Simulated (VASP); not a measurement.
A run of VASP 6.6.1 is set up as follows.

File INCAR:

```
ALGO     = Normal         # electronic algorithm
EDIFF    = 1E-6           # SCF threshold, eV
ENCUT    = 520            # plane-wave cutoff, eV
GGA      = PE             # functional
ISIF     = 2              # what is computed and relaxed
ISMEAR   = -1             # smearing method
IVDW     = 12             # dispersion correction
LASPH    = True           # aspherical terms in the spheres
LCHARG   = False          # write CHGCAR
LREAL    = Auto         
LWAVE    = False          # write WAVECAR
NBANDS   = 58             # bands
NELM     = 80             # most SCF steps
PREC     = Accurate       # precision mode
SIGMA    = 0.05           # smearing width, eV
```

File KPOINTS:

```
k-points
0
Gamma
  1 1 1
```

The input POSCAR:

```
H4C
1.0
    7.8729940000      0.0000000000      0.0000000000
    0.0000000000      7.8729940000      0.0000000000
    0.0000000000      0.0000000000      7.8729940000
H C
32 8
Direct
    0.1010357336      0.9328382738      0.6736909893
    0.1337042243      0.8456763286      0.6529065231
    0.2516772573      0.0056630218      1.0876643600
    0.3324621357      0.0512568383      1.1097453108
    0.9429709798      0.4586068827      0.3098549014
    0.8812855620      0.4571015414      0.2369939690
    0.2950412947      0.4057825905      0.8827845934
    0.3890310249      0.4211111368      0.8770398831
    0.9413065754      0.5704623370      0.6324581820
    0.8009218986      0.4628757018      0.7725114793
    1.0093487680      0.5154858945      0.8402215622
    0.9923803567      0.2025601198      0.7636709194
    0.9213050764      0.2552762924      0.5569416144
    1.1311627022      0.3076562626      0.6204705511
    0.5112861439     -0.1404193775      0.8856205881
    0.4053630846     -0.0224007967      0.7253571482
    0.6009944358     -0.1241119928      0.6791264036
    0.6386050705      0.1963645006      0.7248495645
    0.5633529383      0.1717068625      0.9359600952
    0.7565817977      0.0751429256      0.8723627488
    0.9607939855      0.8272925744      0.1876635086
    0.7526077509      0.7575950597      0.1366620296
    0.8072688256      0.9747356606      0.1142409580
    0.6342365326      0.9302581421      0.3826954756
    0.7867823253      0.7827098504      0.4571975156
    0.8420973972      0.9996716505      0.4341862990
    0.2334128275      0.5834831830      0.5361843422
    0.3942004047      0.7237655056      0.4660451330
    0.2471119280      0.6382673873      0.3185230508
    0.5312608917      0.4830768004      0.2994639099
    0.5144466720      0.4276988080      0.5169352128
    0.3687529813      0.3428741565      0.3675720425
    0.9345335322      0.4709993171      0.7307752627
    0.9982757849      0.3005820676      0.6642138822
    0.5314425477     -0.0539847606      0.7770687114
    0.6269004273      0.1059043070      0.8305653798
    0.8255792253      0.8619426805      0.1942543709
    0.7691851663      0.8955586496      0.3766422455
    0.3226649654      0.6088649352      0.4321190965
    0.4404542683      0.4576488811      0.4024428863
```

Potentials or basis: VASP PAW PBE potentials, release 64 (H, C).

The run is started by

```sh
$ cat potpaw_PBE.64/H/POTCAR potpaw_PBE.64/C/POTCAR > POTCAR
$ mpirun -np 1 vasp_gam > vasp.out
```

Task: Estimate the band gap on the k mesh.

Result: 7.21 eV.

Task: Predict the largest force.

Result: 0.254 eV/Å.

Task: What does it give for the dispersion energy per atom?

Result: -0.028 eV.

Forces in eV/Å, atoms in the order of the input:
```
H    0.002 -0.068 -0.022
H   -0.021  0.064  0.013
H   -0.012  0.004  0.019
H   -0.017  0.004  0.016
H   -0.011 -0.010 -0.020
H    0.014 -0.006 -0.003
H    0.016  0.025  0.013
H   -0.014  0.021  0.006
H   -0.033 -0.074  0.085
H    0.128  0.005 -0.035
H   -0.016 -0.003 -0.034
H    0.021  0.060 -0.057
H    0.007  0.017  0.021
H   -0.106  0.013  0.027
H    0.036  0.072 -0.113
H    0.098 -0.051  0.042
H    0.031 -0.039 -0.029
H   -0.043 -0.017  0.006
H   -0.014 -0.001 -0.009
H   -0.065  0.040 -0.004
H   -0.017 -0.014  0.011
H    0.023  0.021  0.002
H    0.013 -0.015  0.028
H   -0.019  0.019 -0.023
H    0.003  0.021 -0.020
H   -0.006 -0.010  0.015
H   -0.007  0.004  0.012
H    0.018  0.002 -0.012
H   -0.010  0.011 -0.026
H    0.008 -0.006 -0.008
H    0.017 -0.010  0.016
H   -0.003 -0.002  0.005
C   -0.118  0.124 -0.026
C    0.109 -0.095  0.037
C   -0.201  0.020  0.153
C    0.121 -0.046 -0.023
C    0.018 -0.023 -0.042
C    0.030 -0.053  0.002
C    0.013  0.003  0.005
C    0.003 -0.006 -0.026
```

Caveat: the k points lie up to 0.80 Å⁻¹ apart.
